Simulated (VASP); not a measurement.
Write the native input for VASP 6.6.1 that does the following.

| Quantity | Value |
| --- | --- |
| Task | single point |
| Functional | revPBE |
| Dispersion | D3(BJ) |
| Potentials or basis | VASP PAW PBE potentials, release 64 (Ba_sv, Ti_sv, O) |
| Cutoff | 520 eV |
| k mesh | 7 × 7 × 7 |
| Occupations | fermi-dirac, width 0.05 eV |
| Spin | no spin polarisation |
| Dipole correction | no |
| Further INCAR settings | ALGO = Normal; EDIFF = 1e-07; NBANDS = 28 |

The structure of BaTiO3 lies in POSCAR:

```
BaTiO3
1.0
    4.0262895137      0.0000000000      0.0000000000
    0.0000000000      4.0262895137      0.0000000000
    0.0000000000      0.0000000000      4.0446100470
Ba Ti O
1 1 3
Direct
    0.0000000000      0.0000000000      0.0000000000
    0.5000000000      0.5000000000      0.4900000000
    0.0000000000      0.5000000000      0.5170000000
    0.5000000000      0.0000000000      0.5170000000
    0.5000000000      0.5000000000      0.0190000000
```

These files were run (other wordings do the same):

INCAR

```
PREC     = Accurate       # precision mode
ENCUT    = 520            # plane-wave cutoff, eV
EDIFF    = 1E-7           # SCF threshold, eV
ISMEAR   = -1             # smearing method
SIGMA    = 0.05           # smearing width, eV
LREAL    = False          # projectors in reciprocal space
LASPH    = True           # aspherical terms in the spheres
NELM     = 60             # most SCF steps
ALGO     = Normal         # electronic algorithm
ISIF     = 2              # what is computed and relaxed
LWAVE    = False          # write WAVECAR
LCHARG   = False          # write CHGCAR
GGA      = RE             # functional
IVDW     = 12             # dispersion correction
NBANDS   = 28             # bands
```

KPOINTS

```
Automatic mesh
0
Gamma
  7 7 7
```

Potentials or basis: VASP PAW PBE potentials, release 64 (Ba_sv, Ti_sv, O).

The run is started by

```bash
$ cat potpaw_PBE.64/Ba_sv/POTCAR potpaw_PBE.64/Ti_sv/POTCAR potpaw_PBE.64/O/POTCAR > POTCAR
$ mpirun -np 1 vasp_std > vasp.out
```

It gave:

| Item | Value |
| --- | --- |
| Pressure | -2.2 GPa |
| Largest force | 0.393 eV/Å |
| Band gap on the k mesh | 1.85 eV, indirect (least direct gap 2.06 eV) |
| Dispersion energy per atom | -0.476 eV |

Caveat: the PAW data sets were made with another functional, which shifts forces and pressure a little; spin-orbit coupling is left out, which moves the levels of the heavy elements.

It took 38 s on 1 thread of Intel(R) Xeon(R) 6975P-C (Granite Rapids) (shared host), peak memory 0.23 GiB.
